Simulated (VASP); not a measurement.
# C (P6_3/mmc) in VASP: notebook, part 2 of 2

VASP 6.6.1. Earlier steps stand in the parts before.

## (3) Single point, PBEsol (strained cell)

Contents of INCAR:

```
PREC = Accurate
ENCUT = 910
EDIFF = 1E-6
ISMEAR = 0
SIGMA = 0.02
LREAL = F
LASPH = T
NELM = 120
ALGO = Normal
ISIF = 2
LWAVE = F
LCHARG = T
GGA = PS
LELF = T
LVHAR = T
NBANDS = 16
GGA_COMPAT = F
```

Contents of KPOINTS:

```
Automatic mesh
0
Gamma
  9 9 6
```

Contents of POSCAR:

```
C
1.0
    2.4991591159      0.0000000000      0.0000000000
   -1.2495795580      2.1643352825      0.0000000000
    0.0000000000      0.0000000000      4.1189829197
C
4
Direct
    0.3333333333      0.6666666667     -0.0002610710
    0.6666666667      0.3333333333      0.4997389290
    0.3333333333      0.6666666667      0.3742610710
    0.6666666667      0.3333333333      0.8742610710
```

Potentials or basis: VASP PAW PBE potentials, release 64 (C_h).

Launch:

```bash
cat potpaw_PBE.64/C_h/POTCAR > POTCAR
mpirun -np 1 vasp_std > vasp.out
```

OUTCAR:

```text
PREC = Accurate
   ENCUT = 910
   EDIFF = 1E-6
   ISMEAR = 0
   LREAL = F
   LASPH = T
   NELM = 120
   ISIF = 2
   GGA = PS

 ion  position               nearest neighbor table
   1  0.333  0.667  1.000-
   2  0.667  0.333  0.500-
   3  0.333  0.667  0.374-
   4  0.667  0.333  0.874-

  LATTYP: Found a hexagonal cell.
[... 656 lines left out ...]

  FORCE on cell =-STRESS in cart. coord.  units (eV):
  Direction    XX          YY          ZZ          XY          YZ          ZX
  --------------------------------------------------------------------------------------
  -------------------------------------------------------------------------------------
  Total        0.0037878      0.0037878      1.9347162     -0.0000000      0.0000000      0.0000000
  in kB        0.2723883      0.2723883    139.1295624     -0.0000000      0.0000000      0.0000000
  external PRESSURE =      46.5581130 kB  Pullay stress =       0.0000000 kB

 VOLUME and BASIS-vectors are now :
 -----------------------------------------------------------------------------
  energy-cutoff  :      910.00
  volume of cell :       22.28
      direct lattice vectors                 reciprocal lattice vectors
     2.499159116  0.000000000  0.000000000     0.400134587  0.231017811  0.000000000
    -1.249579558  2.164335283  0.000000000     0.000000000  0.462035623  0.000000000
     0.000000000  0.000000000  4.118982920     0.000000000  0.000000000  0.242778380

 POSITION                                       TOTAL-FORCE (eV/Angst)
 -----------------------------------------------------------------------------------
     -0.00000      1.44289      4.11791         0.000000     -0.000000      0.000259
      1.24958      0.72145      2.05842        -0.000000      0.000000      0.000259
     -0.00000      1.44289      1.54157         0.000000     -0.000000     -0.000259
      1.24958      0.72145      3.60107        -0.000000      0.000000     -0.000259
 -----------------------------------------------------------------------------------
    total drift:                               -0.000000      0.000000      0.000004

  FREE ENERGIE OF THE ION-ELECTRON SYSTEM (eV)
  ---------------------------------------------------
  free  energy   TOTEN  =       -38.4463891226 eV

  energy  without entropy=      -38.4463891226  energy(sigma->0) =      -38.44638912
```

OSZICAR:

```text
N       E                     dE             d eps       ncg     rms          rms(c)
DAV:   1     0.464286647977E+02    0.46429E+02   -0.11950E+04  1536   0.153E+03
DAV:   2    -0.357140006297E+02   -0.82143E+02   -0.73154E+02  2112   0.242E+02
DAV:   3    -0.397749238172E+02   -0.40609E+01   -0.40312E+01  2176   0.482E+01
DAV:   4    -0.397972921132E+02   -0.22368E-01   -0.22366E-01  1720   0.405E+00
DAV:   5    -0.397974442137E+02   -0.15210E-03   -0.15205E-03  2144   0.313E-01    0.677E+00
DAV:   6    -0.387980324778E+02    0.99941E+00   -0.58360E-01  1824   0.479E+00    0.367E+00
DAV:   7    -0.384451138290E+02    0.35292E+00   -0.66194E-01  2008   0.524E+00    0.463E-01
DAV:   8    -0.384463167371E+02   -0.12029E-02   -0.13791E-02  1680   0.993E-01    0.399E-02
DAV:   9    -0.384463751923E+02   -0.58455E-04   -0.74428E-05  2080   0.740E-02    0.212E-02
DAV:  10    -0.384463896310E+02   -0.14439E-04   -0.10495E-05  1680   0.268E-02    0.293E-03
DAV:  11    -0.384463891226E+02    0.50839E-06   -0.31182E-07  1600   0.492E-03
   1 F= -.38446389E+02 E0= -.38446389E+02  d E =-.686654E-29
```

It took 15 s on 1 thread of Intel Xeon 6975P-C (Granite Rapids), shared host; peak memory 0.17 GiB.

What came out:

```
Free energy            : -38.4464 eV
Pressure               : 4.7 GPa
Band gap on the k mesh : 3.03 eV, indirect (least direct gap 4.81 eV)
```

Stress tensor (GPa, compression positive):
```
 0.03  0.00  0.00
 0.00  0.03  0.00
 0.00  0.00 13.91
```

Levels at points of the mesh, in eV from the valence-band top:
```tsv
k point	band 6	band 7	band 8	band 9	band 10	band 11
(0.00, 0.00, 0.00)	-0.51	0.00	0.00	4.81	4.81	5.60
(0.00, 0.00, 0.50)	-1.97	-1.97	-1.97	7.20	7.20	7.20
```

Caveat: the cell differs from its parent crystal (strained cell); the cutoff is under 1.25 times the usual one of these potentials, so pressure, stress and relaxed cells hold a basis-set (Pulay) error; the PAW data sets were made with another functional, which shifts forces and pressure a little. A k mesh can miss the band edges.

## (4) Single point, PBEsol

Contents of INCAR:

```
PREC = Accurate ; ENCUT = 910
EDIFF = 1E-6 ; ISMEAR = 0
SIGMA = 0.01 ; LREAL = F
LASPH = T ; NELM = 120
ALGO = Normal ; ISIF = 2
LWAVE = F ; LCHARG = F
GGA = PS ; NBANDS = 16
GGA_COMPAT = F
```

Contents of KPOINTS:

```
regular mesh
0
Gamma
  9 9 6
```

Edit POSCAR of step 3 so:

```diff
@@ -2,4 +2,4 @@
 1.0
-    2.4991591159      0.0000000000      0.0000000000
-   -1.2495795580      2.1643352825      0.0000000000
+    2.4991218368      0.0000000000      0.0000000000
+   -1.2495609184      2.1643029978      0.0000000000
     0.0000000000      0.0000000000      4.1189829197
```

Launch:

```bash
cat potpaw_PBE.64/C_h/POTCAR > POTCAR
mpirun -np 1 vasp_std > vasp.out
```

Wall time 13 s (1 thread of Intel Xeon 6975P-C (Granite Rapids), shared host); peak memory 0.17 GiB.

Results (log left out):

```yaml
Free_energy: -38.4464 eV
Pressure: 4.7 GPa
Band_gap_on_the_k_mesh: 3.03 eV, indirect (least direct gap 4.82 eV)
```

Stress tensor (GPa, compression positive):
```
 0.05  0.00  0.00
 0.00  0.05  0.00
 0.00  0.00 13.91
```

Levels at points of the mesh, in eV from the valence-band top:
```tsv
k point	band 5	band 6	band 7	band 8	band 9	band 10	band 11	band 12
(0.00, 0.00, 0.00)	-3.26	-0.51	0.00	0.00	4.82	4.82	5.60	8.07
(0.00, 0.00, 0.50)	-1.97	-1.97	-1.97	-1.97	7.20	7.20	7.20	7.20
```

Caveat: the cutoff is under 1.25 times the usual one of these potentials, so pressure, stress and relaxed cells hold a basis-set (Pulay) error; the PAW data sets were made with another functional, which shifts forces and pressure a little. A k mesh can miss the band edges.

## (5) Single point, PBEsol (strained cell)

Contents of INCAR:

```
SYSTEM = C
PREC     = Accurate       ! precision mode
ENCUT    = 910            ! plane-wave cutoff, eV
EDIFF    = 1E-6           ! SCF threshold, eV
ISMEAR   = 0              ! smearing method
SIGMA    = 0.02           ! smearing width, eV
LREAL    = .False.        ! projectors in reciprocal space
LASPH    = .True.         ! aspherical terms in the spheres
NELM     = 120            ! most SCF steps
ALGO     = Normal         ! electronic algorithm
ISIF     = 2              ! what is computed and relaxed
LWAVE    = .False.        ! write WAVECAR
LCHARG   = .False.        ! write CHGCAR
GGA      = PS             ! functional
NBANDS   = 16             ! bands
GGA_COMPAT= .False.
```

Contents of KPOINTS:

```
Automatic mesh
0
Gamma
  9 9 6
  0 0 0
```

Contents of POSCAR:

```
C
1.0
    2.5049743428      0.0000000000      0.0000000000
   -1.2524871714      2.1693714167      0.0000000000
    0.0000000000      0.0000000000      4.1189829197
C
4
Direct
    0.3333333333      0.6666666667     -0.0002927326
    0.6666666667      0.3333333333      0.4997072674
    0.3333333333      0.6666666667      0.3742927326
    0.6666666667      0.3333333333      0.8742927326
```

Launch:

```bash
cat potpaw_PBE.64/C_h/POTCAR > POTCAR
mpirun -np 1 vasp_std > vasp.out
```

Wall time 26 s (1 thread of Intel Xeon Platinum 8559C (Emerald Rapids), shared host); peak memory 0.17 GiB.

The run converged. Its results:

| Property | Result |
| --- | --- |
| Free energy | -38.4457 eV |
| Pressure | 2.5 GPa |
| Band gap on the k mesh | 3.05 eV, indirect (least direct gap 4.78 eV) |

Stress tensor (GPa, compression positive):
```
-3.07  0.00  0.00
 0.00 -3.07  0.00
 0.00  0.00 13.76
```

Levels at points of the mesh, in eV from the valence-band top:
| k point | band 4 | band 5 | band 6 | band 7 | band 8 | band 9 | band 10 | band 11 | band 12 | band 13 |
| --- | --- | --- | --- | --- | --- | --- | --- | --- | --- | --- |
| (0.00, 0.00, 0.00) | -3.27 | -3.27 | -0.50 | 0.00 | 0.00 | 4.78 | 4.78 | 5.65 | 7.96 | 9.56 |
| (0.00, 0.00, 0.50) | -7.02 | -1.97 | -1.97 | -1.97 | -1.97 | 7.16 | 7.16 | 7.16 | 7.16 | 7.55 |

Caveat: the cell differs from its parent crystal (strained cell); the cutoff is under 1.25 times the usual one of these potentials, so pressure, stress and relaxed cells hold a basis-set (Pulay) error; the PAW data sets were made with another functional, which shifts forces and pressure a little.

## (6) The runs side by side

| task | potentials or basis | cell | cutoff (eV) | smearing | second run | gap on the mesh (eV) | pressure (GPa) |
| --- | --- | --- | --- | --- | --- | --- | --- |
| relaxation of the atoms | VASP PAW PBE potentials, release 64 (C) | atoms relaxed from a = 2.499, b = 2.499, c = 4.119 Å, angles 90.0, 90.0, 120.0°, 4 atoms | 520 | gaussian 0.02 eV | - | 3.03 | 5.8 |
| single point | VASP PAW PBE potentials, release 64 (C_h) | a = 2.499, b = 2.499, c = 4.119 Å, angles 90.0, 90.0, 120.0°, 4 atoms | 910 | gaussian 0.02 eV | hard_potentials | 3.03 | 4.7 |
| single point | VASP PAW PBE potentials, release 64 (C_h) | a = 2.499, b = 2.499, c = 4.119 Å, angles 90.0, 90.0, 120.0°, 4 atoms | 910 | gaussian 0.01 eV | hard_potentials | 3.03 | 4.7 |
| single point | VASP PAW PBE potentials, release 64 (C_h) | a = 2.505, b = 2.505, c = 4.119 Å, angles 90.0, 90.0, 120.0°, 4 atoms | 910 | gaussian 0.02 eV | hard_potentials | 3.05 | 2.5 |

Alike in all rows: level PBEsol; no spin polarisation; k mesh 9 × 9 × 6.

Caveats: the PAW data sets were made with another functional, which shifts forces and pressure a little; the cutoff is under 1.25 times the usual one of these potentials, so pressure, stress and relaxed cells hold a basis-set (Pulay) error (some runs).

Absolute energies hang on the potentials; compare differences alone.
